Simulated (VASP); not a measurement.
# Dy3C (P1) in VASP: relaxation of cell and atoms with PBE

Aim: the relaxation of cell and atoms of Dy3C with PBE.

All numbers are computed with VASP 6.6.1; they aren't measurements. Logs are shortened: lines on timing, memory, paths and dates and some standing lists are left out, and cuts for length are marked.

## (1) The cell of the first run

The typed cell holds 8 atoms: a = 3.574 Å, b = 7.040 Å, c = 7.843 Å, α = 102.41°, β = 103.24°, γ = 90.29°.

## (2) Relaxation of cell and atoms, PBE

Contents of INCAR:

```
SYSTEM = Dy3C
  PREC = Accurate
  ENCUT = 600
  EDIFF = 1E-7
  ISMEAR = 0
  SIGMA = 0.2
  LREAL = .FALSE.
  LASPH = .TRUE.
  NELM = 200
  ALGO = Normal
  ISIF = 3
  LWAVE = .FALSE.
  LCHARG = .FALSE.
  GGA = PE
  IBRION = 2
  NSW = 80
  EDIFFG = -0.025
  GGA_COMPAT = .FALSE.
  NELMIN = 4
  LMAXMIX = 6
  KPAR = 4
```

Contents of KPOINTS:

```
Automatic mesh
0
G
  6 4 6
  0 0 0
```

Contents of POSCAR:

```
Dy3C
1.0
   -0.0090101024     -3.5741830499     -0.0042296065
    7.0402334954      0.0180202048      0.0315666330
   -1.7234715840      1.7911837244      7.4384371612
Dy C
6 2
Direct
    0.1684452560      0.0780122929      0.3249742568
    0.1611582905      0.5824583985      0.3230068346
    0.8236806238      0.4199737150      0.6777715733
    0.8602036501      0.9037978028      0.6719410741
    0.5007451791      0.2521416006     -0.0019594223
    0.4844352156      0.7592452739     -0.0004599593
   -0.0039691359      0.4986616752     -0.0034287068
    0.0053009208      0.0057092412      0.0081543497
```

Potentials or basis: VASP PAW PBE potentials, release 64 (Dy_3, C), 4f in core.

Launch:

```bash
$ cat potpaw_PBE.64/Dy_3/POTCAR potpaw_PBE.64/C/POTCAR > POTCAR
$ mpirun -np 4 vasp_std > vasp.out
```

OUTCAR:

```text
SYSTEM = Dy3C
   PREC = Accurate
   ENCUT = 600
   EDIFF = 1E-7
   ISMEAR = 0
   LREAL = .FALSE.
   LASPH = .TRUE.
   NELM = 200
   ISIF = 3
   GGA = PE
   IBRION = 2
   NSW = 80
   EDIFFG = -0.025
   NELMIN = 4

 ion  position               nearest neighbor table
   1  0.168  0.078  0.325-   8 2.36   6 3.42   2 3.49   6 3.49   5 3.50   5 3.51   2 3.56   4 3.59
                             3 3.61   4 3.66   3 3.70
   2  0.161  0.582  0.323-   7 2.43   6 3.46   5 3.48   1 3.49   5 3.50   6 3.52   4 3.53   1 3.56
                             4 3.61   3 3.61   3 3.66
   3  0.824  0.420  0.678-   7 2.37   5 3.41   4 3.42   5 3.48   6 3.50   6 3.52   2 3.61   1 3.61
                             4 3.63   2 3.66   1 3.70
   4  0.860  0.904  0.672-   8 2.51   6 3.34   3 3.42   6 3.48   5 3.52   2 3.53   1 3.59   2 3.61
                             5 3.61   3 3.63   1 3.66
   5  0.501  0.252  0.998-   7 2.48   8 2.50   8 2.51   7 2.51   3 3.41   6 3.47   3 3.48   2 3.48
                             1 3.50   2 3.50   1 3.51   4 3.52   6 3.57   4 3.61
   6  0.484  0.759  1.000-   8 2.45   8 2.52   7 2.52   7 2.60   4 3.34   1 3.42   2 3.46   5 3.47
                             4 3.48   1 3.49   3 3.50   3 3.52   2 3.52   5 3.57
   7  0.996  0.499  0.997-   3 2.37   2 2.43   5 2.48   5 2.51   6 2.52   6 2.60
   8  0.005  0.006  0.008-   1 2.36   6 2.45   5 2.50   4 2.51   5 2.51   6 2.52

  LATTYP: Found a triclinic cell.
 ALAT       =     9.3457012987
 B/A-ratio  =     0.7533225277
 C/A-ratio  =     0.3824428788
 COS(alpha) =     0.0050857062
 COS(beta)  =     0.1959659894
 COS(gamma) =     0.5729709127

  Lattice vectors:

 A1 = (   5.3167619114,   1.8092039292,   7.4700037942)
 A2 = (   7.0402334954,   0.0180202048,   0.0315666330)
 A3 = (   0.0090101024,   3.5741830499,   0.0042296065)

Analysis of symmetry for initial positions (statically):
=====================================================================
 Subroutine PRICEL returns:
 Original cell was already a primitive cell.

 Routine SETGRP: Setting up the symmetry group for a
 triclinic supercell.

 Subroutine GETGRP returns: Found  1 space group operations
 (whereof  1 operations were pure point group operations)
 out of a pool of  2 trial point group operations.

The static configuration has the point symmetry C_1 .

Analysis of symmetry for dynamics (positions and initial velocities):
=====================================================================
 Subroutine PRICEL returns:
 Original cell was already a primitive cell.

 Routine SETGRP: Setting up the symmetry group for a
 triclinic supercell.

 Subroutine GETGRP returns: Found  1 space group operations
 (whereof  1 operations were pure point group operations)
 out of a pool of  2 trial point group operations.

The dynamic configuration has the point symmetry C_1 .

 Subroutine INISYM returns: Found  1 space group operations
 (whereof  1 operations are pure point group operations),
 and found     1 'primitive' translations

----------------------------------------------------------------------------------------

                                     Primitive cell

  volume of cell :     187.3143

  direct lattice vectors                    reciprocal lattice vectors
    -0.009010102 -3.574183050 -0.004229607     0.000413746 -0.279865122  0.067487689
     7.040233495  0.018020205  0.031566633     0.141893920 -0.000396717  0.032972078
    -1.723471584  1.791183724  7.438437161    -0.000601923 -0.000157452  0.134335292

  length of vectors
     3.574196909  7.040327325  7.842769972     0.287887557  0.145674981  0.134336733

  position of ions in fractional coordinates (direct lattice)
     0.168445256  0.078012293  0.324974257
     0.161158290  0.582458399  0.323006835
     0.823680624  0.419973715  0.677771573
     0.860203650  0.903797803  0.671941074
     0.500745179  0.252141601  0.998040578
     0.484435216  0.759245274  0.999540041
     0.996030864  0.498661675  0.996571293
     0.005300921  0.005709241  0.008154350

  ion indices of the primitive-cell ions
   primitive index   ion index
                 1           1
                 2           2
                 3           3
                 4           4
                 5           5
                 6           6
                 7           7
                 8           8

----------------------------------------------------------------------------------------

 KPOINTS: Automatic mesh

Automatic generation of k-mesh.
 Grid dimensions read from file:
 generate k-points for:    6    4    6

 Generating k-lattice:

  Cartesian coordinates                     Fractional coordinates (reciprocal lattice)
     0.000068958 -0.046644187  0.011247948     0.166666667  0.000000000 -0.000000000
     0.035473480 -0.000099179  0.008243020     0.000000000  0.250000000  0.000000000
    -0.000100320 -0.000026242  0.022389215     0.000000000  0.000000000  0.166666667

  Length of vectors
     0.047981260  0.036418745  0.022389455

  Shift w.r.t. Gamma in fractional coordinates (k-lattice)
     0.000000000  0.000000000  0.000000000

 Subroutine IBZKPT returns following result:
 ===========================================

 Found     76 irreducible k-points:

 Following reciprocal coordinates:
            Coordinates               Weight
  0.000000  0.000000  0.000000      1.000000
  0.166667  0.000000  0.000000      2.000000
  0.333333  0.000000  0.000000      2.000000
  0.500000  0.000000  0.000000      1.000000
 -0.000000  0.250000  0.000000      2.000000
  0.166667  0.250000  0.000000      2.000000
[... 16 lines left out ...]
  0.333333  0.250000  0.166667      2.000000
  0.500000  0.250000  0.166667      2.000000
 [... further k-points ...]
   k-points           NKPTS =     76   k-points in BZ     NKDIM =     76   number of bands    NBANDS=     37
   number of dos      NEDOS =    301   number of ions     NIONS =      8
   total plane-waves  NPLWV = 107520
   dimension x,y,z NGX =    30 NGY =   56 NGZ =   64
   dimension x,y,z NGXF=    60 NGYF=  112 NGZF=  128
   ions per type =               6   2
   NGX,Y,Z   is equivalent  to a cutoff of  13.95, 13.22, 13.57 a.u.
   NGXF,Y,Z  is equivalent  to a cutoff of  27.91, 26.45, 27.13 a.u.
 SYSTEM =  Dy3C
   PREC   = accura    normal or accurate (medium, high low for compatibility)
   ISTART =      0    job   : 0-new  1-cont  2-samecut
   ICHARG =      2    charge: 1-file 2-atom 10-const
   ISPIN  =      1    spin polarized calculation?
   LNONCOLLINEAR =      F non collinear calculations
   LSORBIT =      F    spin-orbit coupling
   LASPH  =      T    aspherical Exc in radial PAW
   ENCUT  =  600.0 eV  44.10 Ry    6.64 a.u.   7.14 14.06 15.66*2*pi/ulx,y,z
   NELM   =    200;   NELMIN=  4; NELMDL= -5     # of ELM steps
   EDIFF  = 0.1E-06   stopping-criterion for ELM
   LREAL  =      F    real-space projection
   EDIFFG = -.3E-01   stopping-criterion for IOM
   NSW    =     80    number of steps for IOM
   IBRION =      2    ionic relax: 0-MD 1-quasi-New 2-CG
   NFREE  =      1    steps in history (QN), initial steepest desc. (CG)
   ISIF   =      3    stress and relaxation
   ISYM   =      2    0-nonsym 1-usesym 2-fastsym
   POTIM  = 0.5000    time-step for ionic-motion
   TEBEG  =    0.0;   TEEND  =   0.0 temperature during run
   PSTRESS=    0.0 pullay stress
   NELECT =      62.0000    total number of electrons
   NUPDOWN=      -1.0000    fix difference up-down
   EMIN   =  10.00;   EMAX   =-10.00  energy-range for DOS
   EFERMI =   0.00;   METHOD = LEGACY
   ISMEAR =     0;   SIGMA  =   0.20  broadening in eV -4-tet -1-fermi 0-gaus
   EFERMI_NEDOS =   21; number of points for ismear=-14 and -15
   IALGO  =     38    algorithm
   IMIX   =      4    mixing-type and parameters
     AMIX     =   0.40;   BMIX     =  1.00
     AMIX_MAG =   1.60;   BMIX_MAG =  1.00
  volume/ion in A,a.u.               =      23.41       158.01
  Fermi-wavevector in a.u.,A,eV,Ry     =   1.132440  2.140001 17.448379  1.282420
  Thomas-Fermi vector in A             =   2.269141
   LORBIT       =      0    0 simple, 1 ext, 2 COOP (PROOUT), +10 PAW based schemes
   GGA     = PE    functional components
   LHFCALC =     F    Hartree Fock is set to
   AEXX    =    0.0000 exact exchange contribution
   IVDW    =     0    specifies the selected vdW correction
   LEPSILON=     F    determine dielectric tensor
   LRPA    =     F    only Hartree local field effects (RPA)
 conjugate gradient relaxation of ions
 non-spin polarized calculation
 Gauss-broadening in eV      SIGMA  =   0.20
  energy-cutoff  :      600.00
  volume of cell :      187.31
 maximum number of plane-waves:      6280
 NGX is ok and might be reduce to    30
   NGX = 15   NGY = 29   NGZ = 31

--------------------------------------- Ionic step        1  -------------------------------------------

 number of electron      62.0000001 magnetization

 Free energy of the ion-electron system (eV)
  ---------------------------------------------------
  ext. energy  EPLUGINS =         0.00000000
  ---------------------------------------------------
  free energy    TOTEN  =       -46.55220572 eV

  energy without entropy =      -46.39758471  energy(sigma->0) =      -46.47489522

------------------------ aborting loop because EDIFF is reached ----------------------------------------

  FORCE on cell =-STRESS in cart. coord.  units (eV):
  Direction    XX          YY          ZZ          XY          YZ          ZX
  --------------------------------------------------------------------------------------
  -------------------------------------------------------------------------------------
  Total        5.2755116      3.5138310      1.0423063     -0.2238963     -0.1170732     -0.4451944
  in kB       45.1236519     30.0552625      8.9152807     -1.9150785     -1.0013763     -3.8079339
  external PRESSURE =      28.0313984 kB  Pullay stress =       0.0000000 kB
[... 107 lines left out ...]
  FREE ENERGIE OF THE ION-ELECTRON SYSTEM (eV)
  ---------------------------------------------------
  free  energy   TOTEN  =       -46.6753325346 eV

  energy  without entropy=      -46.5104739082  energy(sigma->0) =      -46.59290322

[... ionic steps 4 to 12 ...]

--------------------------------------- Ionic step       13  -------------------------------------------

 number of electron      61.9999999 magnetization

------------------------ aborting loop because EDIFF is reached ----------------------------------------

  FORCE on cell =-STRESS in cart. coord.  units (eV):
  Direction    XX          YY          ZZ          XY          YZ          ZX
  --------------------------------------------------------------------------------------
  -------------------------------------------------------------------------------------
  Total       -0.0117288     -0.0433973      0.1746711     -0.0114713     -0.0042313     -0.0342705
  in kB       -0.0969584     -0.3587525      1.4439526     -0.0948298     -0.0349788     -0.2833038
  external PRESSURE =       0.3294139 kB  Pullay stress =       0.0000000 kB
[... 69 lines left out ...]
  energy  without entropy=      -46.5757816794  energy(sigma->0) =      -46.65706807

--------------------------------------- Ionic step       15  -------------------------------------------

 number of electron      61.9999999 magnetization

 Free energy of the ion-electron system (eV)
  ---------------------------------------------------
  ext. energy  EPLUGINS =         0.00000000
  ---------------------------------------------------
  free energy    TOTEN  =       -46.73854951 eV

  energy without entropy =      -46.57589503  energy(sigma->0) =      -46.65722227

 E-fermi :   3.4013     XC(G=0): -10.1775

 val. band max:        3.3962125278   @ k =   0.5000   0.5000   0.0000
 cond. band min:       3.4025242660   @ k =  -0.1667  -0.0000   0.1667
 fundamental gap:      0.0063117382
 Fermi energy:         3.4013495935

 k-point     1 :       0.0000    0.0000    0.0000
  band No.  band energies     occupation
      1     -19.9616      2.00000
      2     -19.8910      2.00000
      3     -19.7341      2.00000
      4     -19.6862      2.00000
      5     -19.6525      2.00000
      6     -19.6040      2.00000
[... 949 lines left out ...]
     36       4.2967      0.00000
     37       4.4407      0.00000

 [... further k-points ...]

------------------------ aborting loop because EDIFF is reached ----------------------------------------

  FORCE on cell =-STRESS in cart. coord.  units (eV):
  Direction    XX          YY          ZZ          XY          YZ          ZX
  --------------------------------------------------------------------------------------
  -------------------------------------------------------------------------------------
  Total       -0.1048953     -0.0060993     -0.0875180      0.0092775      0.0016910      0.0365698
  in kB       -0.8661513     -0.0503639     -0.7226620      0.0766069      0.0139629      0.3019672
  external PRESSURE =      -0.5463924 kB  Pullay stress =       0.0000000 kB
[... 23 lines left out ...]
  FREE ENERGIE OF THE ION-ELECTRON SYSTEM (eV)
  ---------------------------------------------------
  free  energy   TOTEN  =       -46.7385495060 eV

  energy  without entropy=      -46.5758950255  energy(sigma->0) =      -46.65722227

 reached required accuracy - stopping structural energy minimisation
```

Run time: 19 min. Hardware: 4 MPI ranks of AMD EPYC 9R45 (Zen 5), shared host; peak memory 0.69 GiB.

Results:

| Item | Value |
| --- | --- |
| Free energy | -46.7385 eV |
| Relaxed volume | 24.25 Å³/atom |
| Relaxed cell | a = 3.626 Å, b = 7.257 Å, c = 7.808 Å, α = 103.47°, β = 103.42°, γ = 89.99° |
| Space group after relaxing (to 0.1 Å) | I4/mmm (No. 139) |
| Energy gained by relaxing | 23.3 meV/atom |
| Ionic steps | 15 |
| Pressure after relaxing | -0.1 GPa |
| Largest force after relaxing | 0.019 eV/Å |
| Band gap on the k mesh | zero (bands 31 and 32 overlap by 0.52 eV) |

Forces on the atoms (eV/Å):
```
Dy   0.008 -0.001 -0.005
Dy   0.004  0.000 -0.007
Dy  -0.010 -0.007 -0.001
Dy  -0.004  0.006  0.013
Dy  -0.003  0.000 -0.001
Dy   0.015  0.004  0.010
C    0.003 -0.005 -0.001
C   -0.014  0.001 -0.008
```

The path:
```csv
step,energy change (eV),largest force (eV/Å),pressure (GPa),volume (Å³)
1,0.0000,0.6856,2.80,187.31
2,-0.1173,0.4361,-1.54,198.61
3,-0.1231,0.4450,-0.82,196.48
4,-0.1593,0.3005,-0.24,194.98
5,-0.1646,0.2309,0.12,194.16
6,-0.1759,0.1576,-0.03,194.23
7,-0.1797,0.0990,-0.16,194.31
8,-0.1826,0.0827,0.13,193.46
9,-0.1828,0.0777,0.25,193.14
10,-0.1846,0.0609,-0.02,193.85
11,-0.1847,0.0590,-0.08,194.00
12,-0.1855,0.0473,-0.01,193.89
13,-0.1856,0.0565,0.03,193.81
14,-0.1861,0.0289,-0.03,193.96
15,-0.1863,0.0186,-0.05,194.03
```

Final structure:
```cif
data_structure
_symmetry_space_group_name_H-M 'P 1'
_symmetry_Int_Tables_number 1
_cell_length_a 3.6260
_cell_length_b 7.2567
_cell_length_c 7.8085
_cell_angle_alpha 103.471
_cell_angle_beta 103.425
_cell_angle_gamma 89.991
_cell_volume 194.03
loop_
_atom_site_label
_atom_site_type_symbol
_atom_site_fract_x
_atom_site_fract_y
_atom_site_fract_z
_atom_site_occupancy
Dy1 Dy 0.16319 0.08118 0.32644 1
Dy2 Dy 0.16335 0.58139 0.32657 1
Dy3 Dy 0.83583 0.41856 0.67362 1
Dy4 Dy 0.83777 0.91850 0.67339 1
Dy5 Dy 0.50006 0.24994 0.00009 1
Dy6 Dy 0.50012 0.74967 0.99976 1
C1 C 0.99958 0.50025 0.00006 1
C2 C 0.00010 0.00051 0.00007 1
```

Caveat: spin-orbit coupling is left out, which moves the levels of the heavy elements; the 4f electrons are frozen in the core, so they carry no moment and show no levels.
